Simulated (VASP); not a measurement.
# MoS2 (R3m) in VASP: notebook

MoS2 is run at these levels: LDA, PBE, PBEsol; tasks: single point.

Everything below comes from runs of VASP 6.6.1. Logs are shortened: lines on timing, memory, paths and dates and some standing lists are left out, and cuts for length are marked.

## (1) The cell of the first run

It takes space group R3m (No. 160, trigonal). The conventional cell has a = 3.175 Å, b = 3.175 Å, c = 18.582 Å, α = 90.00°, β = 90.00°, γ = 120.00°. Mo (site symmetry 3m) has 6 S at 2.40 Å and 6 Mo at 3.18 Å within 3.2 Å. Within 3.2 Å of S (site symmetry 3m) lie 3 Mo at 2.40 Å and 7 S at 3.11 to 3.18 Å. S (site symmetry 3m) has 3 Mo at 2.40 Å and 7 S at 3.11 to 3.18 Å within 3.2 Å.

## (2) Single point, LDA

INCAR reads:

```
ALGO = Normal
EDIFF = 1E-6
ENCUT = 500
GGA_COMPAT = F
ISIF = 2
ISMEAR = 0
LASPH = T
LCHARG = F
LREAL = F
LWAVE = F
NBANDS = 20
NELM = 120
PREC = Accurate
SIGMA = 0.01
```

KPOINTS reads:

```
k-points
0
Gamma
  4 4 4
```

POSCAR reads:

```
MoS2
1.0
    1.5875903435      0.9165957122      6.1939280070
   -1.5875903435      0.9165957122      6.1939280070
    0.0000000000     -1.8331914244      6.1939280070
Mo S
1 2
Direct
    0.0000965174      0.0000965174      0.0000965174
    0.2497906771      0.2497906771      0.2497906771
    0.4171128055      0.4171128055      0.4171128055
```

Potentials or basis: VASP PAW LDA potentials, release 64 (Mo_sv, S).

Run with:

```
$ cat potpaw_LDA.64/Mo_sv/POTCAR potpaw_LDA.64/S/POTCAR > POTCAR
$ mpirun -np 1 vasp_std > vasp.out
```

OUTCAR:

```text
EDIFF = 1E-6
   ENCUT = 500
   ISIF = 2
   ISMEAR = 0
   LASPH = T
   LREAL = F
   NELM = 120
   PREC = Accurate

 ion  position               nearest neighbor table
   1  0.000  0.000  0.000-   2 2.40   2 2.40   2 2.40   3 2.40   3 2.40   3 2.40
   2  0.250  0.250  0.250-   1 2.40   1 2.40   1 2.40
   3  0.417  0.417  0.417-   1 2.40   1 2.40   1 2.40

  LATTYP: Found a trigonal (rhomboedric) cell.
 ALAT       =     6.4595150711
 COS(alpha) =     0.8791888381

  Lattice vectors:

 A1 = (   1.5875903435,   0.9165957122,   6.1939280070)
 A2 = (  -1.5875903435,   0.9165957122,   6.1939280070)
 A3 = (   0.0000000000,  -1.8331914244,   6.1939280070)

Analysis of symmetry for initial positions (statically):
=====================================================================
 Subroutine PRICEL returns:
 Original cell was already a primitive cell.

 Routine SETGRP: Setting up the symmetry group for a
 trigonal (rhombohedral) supercell.

 Subroutine GETGRP returns: Found  6 space group operations
 (whereof  6 operations were pure point group operations)
 out of a pool of 12 trial point group operations.

The static configuration has the point symmetry C_3v.

Analysis of symmetry for dynamics (positions and initial velocities):
=====================================================================
 Subroutine PRICEL returns:
 Original cell was already a primitive cell.

 Routine SETGRP: Setting up the symmetry group for a
 trigonal (rhombohedral) supercell.

 Subroutine GETGRP returns: Found  6 space group operations
 (whereof  6 operations were pure point group operations)
 out of a pool of 12 trial point group operations.

The dynamic configuration has the point symmetry C_3v.

 Subroutine INISYM returns: Found  6 space group operations
 (whereof  6 operations are pure point group operations),
 and found     1 'primitive' translations

----------------------------------------------------------------------------------------

                                     Primitive cell

  volume of cell :      54.0796

  direct lattice vectors                    reciprocal lattice vectors
[... 70 lines left out ...]
   ICHARG =      2    charge: 1-file 2-atom 10-const
   ISPIN  =      1    spin polarized calculation?
   LNONCOLLINEAR =      F non collinear calculations
   LSORBIT =      F    spin-orbit coupling
   LASPH  =      T    aspherical Exc in radial PAW
   ENCUT  =  500.0 eV  36.75 Ry    6.06 a.u.  11.78 11.78 11.78*2*pi/ulx,y,z
   NELM   =    120;   NELMIN=  2; NELMDL= -5     # of ELM steps
   EDIFF  = 0.1E-05   stopping-criterion for ELM
   LREAL  =      F    real-space projection
   EDIFFG = 0.1E-04   stopping-criterion for IOM
   NSW    =      0    number of steps for IOM
   IBRION =     -1    ionic relax: 0-MD 1-quasi-New 2-CG
   NFREE  =      0    steps in history (QN), initial steepest desc. (CG)
   ISIF   =      2    stress and relaxation
   ISYM   =      2    0-nonsym 1-usesym 2-fastsym
   POTIM  = 0.5000    time-step for ionic-motion
   TEBEG  =    0.0;   TEEND  =   0.0 temperature during run
   PSTRESS=    0.0 pullay stress
   NELECT =      26.0000    total number of electrons
   NUPDOWN=      -1.0000    fix difference up-down
   EMIN   =  10.00;   EMAX   =-10.00  energy-range for DOS
   EFERMI =   0.00;   METHOD = LEGACY
   ISMEAR =     0;   SIGMA  =   0.01  broadening in eV -4-tet -1-fermi 0-gaus
   EFERMI_NEDOS =   21; number of points for ismear=-14 and -15
   IALGO  =     38    algorithm
   IMIX   =      4    mixing-type and parameters
     AMIX     =   0.40;   BMIX     =  1.00
     AMIX_MAG =   1.60;   BMIX_MAG =  1.00
  volume/ion in A,a.u.               =      18.03       121.65
  Fermi-wavevector in a.u.,A,eV,Ry     =   1.282492  2.423559 22.378674  1.644786
  Thomas-Fermi vector in A             =   2.414800
   LORBIT       =      0    0 simple, 1 ext, 2 COOP (PROOUT), +10 PAW based schemes
   GGA     = CA    functional components
   LHFCALC =     F    Hartree Fock is set to
   AEXX    =    0.0000 exact exchange contribution
   IVDW    =     0    specifies the selected vdW correction
   LEPSILON=     F    determine dielectric tensor
   LRPA    =     F    only Hartree local field effects (RPA)
 non-spin polarized calculation
 Gauss-broadening in eV      SIGMA  =   0.01
  energy-cutoff  :      500.00
  volume of cell :       54.08
 maximum number of plane-waves:      1384
   NGX = 23   NGY = 23   NGZ = 23

 number of electron      25.9999998 magnetization

 Free energy of the ion-electron system (eV)
  ---------------------------------------------------
  ext. energy  EPLUGINS =         0.00000000
  ---------------------------------------------------
  free energy    TOTEN  =       -24.49744369 eV

  energy without entropy =      -24.49744369  energy(sigma->0) =      -24.49744369

 E-fermi :   7.3708     XC(G=0): -11.0539

 val. band max:        7.2719735422   @ k =   0.5000   0.5000   0.5000
 cond. band min:       8.4518848860   @ k =   0.2500   0.0000  -0.0000
 fundamental gap:      1.1799113438
 Fermi energy:         7.3707640872

 k-point     1 :       0.0000    0.0000    0.0000
  band No.  band energies     occupation
      1     -53.9209      2.00000
      2     -28.2661      2.00000
      3     -28.0468      2.00000
      4     -28.0468      2.00000
      5      -7.6447      2.00000
      6      -5.9683      2.00000
[... 288 lines left out ...]
     19      15.7452      0.00000
     20      16.9502      0.00000

------------------------ aborting loop because EDIFF is reached ----------------------------------------

  FORCE on cell =-STRESS in cart. coord.  units (eV):
  Direction    XX          YY          ZZ          XY          YZ          ZX
  --------------------------------------------------------------------------------------
  -------------------------------------------------------------------------------------
  Total       -2.0439665     -2.0439665     -1.4465753      0.0000000      0.0000000      0.0000000
  in kB      -60.5550931    -60.5550931    -42.8566236      0.0000000      0.0000000      0.0000000
  external PRESSURE =     -54.6556033 kB  Pullay stress =       0.0000000 kB

 VOLUME and BASIS-vectors are now :
 -----------------------------------------------------------------------------
  energy-cutoff  :      500.00
  volume of cell :       54.08
      direct lattice vectors                 reciprocal lattice vectors
     1.587590344  0.916595712  6.193928007     0.314942707  0.181832257  0.053816146
    -1.587590344  0.916595712  6.193928007    -0.314942707  0.181832257  0.053816146
     0.000000000 -1.833191424  6.193928007     0.000000000 -0.363664513  0.053816146

 POSITION                                       TOTAL-FORCE (eV/Angst)
 -----------------------------------------------------------------------------------
      0.00000      0.00000      0.00179         0.000000     -0.000000     -0.004013
      0.00000      0.00000      4.64156         0.000000     -0.000000      0.336933
      0.00000      0.00000      7.75070         0.000000      0.000000     -0.332921
 -----------------------------------------------------------------------------------
    total drift:                               -0.000000      0.000000      0.000025

  FREE ENERGIE OF THE ION-ELECTRON SYSTEM (eV)
  ---------------------------------------------------
  free  energy   TOTEN  =       -24.4974436867 eV

  energy  without entropy=      -24.4974436867  energy(sigma->0) =      -24.49744369
```

OSZICAR:

```text
N       E                     dE             d eps       ncg     rms          rms(c)
DAV:   1     0.182062499567E+03    0.18206E+03   -0.12962E+04   520   0.120E+03
DAV:   2    -0.179277964994E+02   -0.19999E+03   -0.19436E+03   620   0.318E+02
DAV:   3    -0.258933250890E+02   -0.79655E+01   -0.78781E+01   636   0.591E+01
DAV:   4    -0.259867299668E+02   -0.93405E-01   -0.93368E-01   620   0.672E+00
DAV:   5    -0.259882427358E+02   -0.15128E-02   -0.15127E-02   648   0.857E-01    0.245E+01
DAV:   6    -0.248784319954E+02    0.11098E+01   -0.98573E+00   584   0.205E+01    0.834E+00
DAV:   7    -0.245978917478E+02    0.28054E+00   -0.31929E+00   576   0.117E+01    0.595E+00
DAV:   8    -0.244994348064E+02    0.98457E-01   -0.45079E-01   620   0.445E+00    0.134E+00
DAV:   9    -0.244981658179E+02    0.12690E-02   -0.14215E-02   600   0.776E-01    0.369E-01
DAV:  10    -0.244974633758E+02    0.70244E-03   -0.42626E-03   580   0.462E-01    0.696E-02
DAV:  11    -0.244974482981E+02    0.15078E-04   -0.30345E-04   596   0.124E-01    0.539E-02
DAV:  12    -0.244974423457E+02    0.59524E-05   -0.20714E-05   596   0.287E-02    0.143E-02
DAV:  13    -0.244974439081E+02   -0.15624E-05   -0.93527E-06   604   0.180E-02    0.732E-03
DAV:  14    -0.244974436867E+02    0.22140E-06   -0.12157E-06   316   0.774E-03
   1 F= -.24497444E+02 E0= -.24497444E+02  d E =-.363047E-46
```

stdout:

```text
POSCAR found type information on POSCAR MoS
 POSCAR found :  2 types and       3 ions
 scaLAPACK will be used
 LDA part: xc-table for (Slater(with rela. corr.)+CA(PZ))
 , standard interpolation
 POSCAR, INCAR and KPOINTS ok, starting setup
 FFT: planning ... GRIDC
 FFT: planning ... GRID_SOFT
 FFT: planning ... GRID
 WAVECAR not read
 entering main loop
```

Run time: 2.3 min. Hardware: 1 thread of Intel Xeon 8259CL, shared host; peak memory 0.24 GiB.

Results:

```yaml
Free_energy: -24.4974 eV
Pressure: -5.5 GPa
Largest_force: 0.337 eV/Å
Band_gap_on_the_k_mesh: 1.18 eV (least direct gap 2.10 eV)
```

Forces on the atoms (eV/Å):
```
Mo   0.000  0.000 -0.004
S    0.000  0.000  0.337
S    0.000  0.000 -0.333
```

Caveat: the k points lie up to 0.58 Å⁻¹ apart.

## (3) Single point, PBE

INCAR reads:

```
SYSTEM = MoS2
PREC = Accurate
ENCUT = 500
EDIFF = 1E-6
ISMEAR = 0
SIGMA = 0.01
LREAL = .FALSE.
LASPH = .TRUE.
NELM = 120
ALGO = Normal
ISIF = 2
LWAVE = .FALSE.
LCHARG = .FALSE.
GGA = PE
NBANDS = 20
GGA_COMPAT = .FALSE.
```

KPOINTS reads:

```
regular mesh
0
G
  4 4 4
  0 0 0
```

POSCAR is that of step 2.

Potentials or basis: VASP PAW PBE potentials, release 64 (Mo_sv, S).

Run with:

```
$ cat potpaw_PBE.64/Mo_sv/POTCAR potpaw_PBE.64/S/POTCAR > POTCAR
$ mpirun -np 1 vasp_std > vasp.out
```

OUTCAR:

```text
SYSTEM = MoS2
   PREC = Accurate
   ENCUT = 500
   EDIFF = 1E-6
   ISMEAR = 0
   LREAL = .FALSE.
   LASPH = .TRUE.
   NELM = 120
   ISIF = 2
   GGA = PE

 ion  position               nearest neighbor table
   1  0.000  0.000  0.000-   2 2.40   2 2.40   2 2.40   3 2.40   3 2.40   3 2.40
   2  0.250  0.250  0.250-   1 2.40   1 2.40   1 2.40
   3  0.417  0.417  0.417-   1 2.40   1 2.40   1 2.40

  LATTYP: Found a trigonal (rhomboedric) cell.
 ALAT       =     6.4595150711
 COS(alpha) =     0.8791888381

[... 477 lines left out ...]

  FORCE on cell =-STRESS in cart. coord.  units (eV):
  Direction    XX          YY          ZZ          XY          YZ          ZX
  --------------------------------------------------------------------------------------
  -------------------------------------------------------------------------------------
  Total        0.4461061      0.4461061      1.0033170      0.0000000      0.0000000      0.0000000
  in kB       13.2164588     13.2164588     29.7245366      0.0000000      0.0000000      0.0000000
  external PRESSURE =      18.7191514 kB  Pullay stress =       0.0000000 kB

 VOLUME and BASIS-vectors are now :
 -----------------------------------------------------------------------------
  energy-cutoff  :      500.00
  volume of cell :       54.08
      direct lattice vectors                 reciprocal lattice vectors
     1.587590344  0.916595712  6.193928007     0.314942707  0.181832257  0.053816146
    -1.587590344  0.916595712  6.193928007    -0.314942707  0.181832257  0.053816146
     0.000000000 -1.833191424  6.193928007     0.000000000 -0.363664513  0.053816146

 POSITION                                       TOTAL-FORCE (eV/Angst)
 -----------------------------------------------------------------------------------
      0.00000      0.00000      0.00179         0.000000      0.000000     -0.002754
      0.00000      0.00000      4.64156         0.000000      0.000000     -0.062697
      0.00000      0.00000      7.75070         0.000000      0.000000      0.065451
 -----------------------------------------------------------------------------------
    total drift:                                0.000000      0.000000      0.000007

  FREE ENERGIE OF THE ION-ELECTRON SYSTEM (eV)
  ---------------------------------------------------
  free  energy   TOTEN  =       -21.8677229901 eV

  energy  without entropy=      -21.8677229901  energy(sigma->0) =      -21.86772299
```

OSZICAR:

```text
N       E                     dE             d eps       ncg     rms          rms(c)
DAV:   1     0.175807792443E+03    0.17581E+03   -0.13110E+04   520   0.120E+03
DAV:   2    -0.166806874096E+02   -0.19249E+03   -0.18704E+03   652   0.309E+02
DAV:   3    -0.232541414927E+02   -0.65735E+01   -0.65235E+01   628   0.540E+01
DAV:   4    -0.233282337521E+02   -0.74092E-01   -0.74063E-01   632   0.618E+00
DAV:   5    -0.233293806956E+02   -0.11469E-02   -0.11469E-02   632   0.733E-01    0.241E+01
DAV:   6    -0.222394085462E+02    0.10900E+01   -0.10198E+01   544   0.196E+01    0.889E+00
DAV:   7    -0.219584505331E+02    0.28096E+00   -0.33720E+00   524   0.110E+01    0.578E+00
DAV:   8    -0.218675849707E+02    0.90866E-01   -0.46617E-01   600   0.426E+00    0.172E+00
DAV:   9    -0.218686758097E+02   -0.10908E-02   -0.19126E-02   592   0.872E-01    0.578E-01
DAV:  10    -0.218677055380E+02    0.97027E-03   -0.76446E-03   564   0.591E-01    0.138E-01
DAV:  11    -0.218677209632E+02   -0.15425E-04   -0.43830E-04   608   0.145E-01    0.517E-02
DAV:  12    -0.218677044491E+02    0.16514E-04   -0.80893E-05   576   0.578E-02    0.266E-02
DAV:  13    -0.218677228077E+02   -0.18359E-04   -0.26717E-05   536   0.301E-02    0.863E-03
DAV:  14    -0.218677229901E+02   -0.18241E-06   -0.12750E-06   492   0.686E-03
   1 F= -.21867723E+02 E0= -.21867723E+02  d E =-.139522E-19
```

stdout:

```text
POSCAR found type information on POSCAR MoS
 POSCAR found :  2 types and       3 ions
 scaLAPACK will be used
 LDA part: xc-table for (Slater+PW92), standard interpolation
 POSCAR, INCAR and KPOINTS ok, starting setup
 FFT: planning ... GRIDC
 FFT: planning ... GRID_SOFT
 FFT: planning ... GRID
 WAVECAR not read
 entering main loop
```

It took 2.8 min on 1 thread of Intel Xeon 8259CL, shared host; peak memory 0.31 GiB.

Results:

| Quantity | Value |
| --- | --- |
| Free energy | -21.8677 eV |
| Pressure | 1.9 GPa |
| Largest force | 0.065 eV/Å |
| Band gap on the k mesh | 1.24 eV (least direct gap 2.12 eV) |

Forces on the atoms (eV/Å):
```
Mo   0.000  0.000 -0.003
S    0.000  0.000 -0.063
S    0.000  0.000  0.065
```

Levels at points of the mesh, in eV from the valence-band top:
```csv
k point,band 11,band 12,band 13,band 14,band 15,band 16
"(0.00, 0.00, 0.00)",-2.24,-1.26,-1.12,2.04,2.04,2.41
"(0.50, 0.00, 0.00)",-2.34,-1.61,-1.42,1.60,2.02,3.46
"(0.50, 0.50, 0.00)",-2.87,-1.79,-1.27,1.56,2.14,3.02
"(0.50, 0.50, 0.50)",-2.21,-2.21,0.00,2.12,2.12,2.28
```

Caveat: the k points lie up to 0.58 Å⁻¹ apart. A k mesh can miss the band edges.

[end of part 1 of 2]
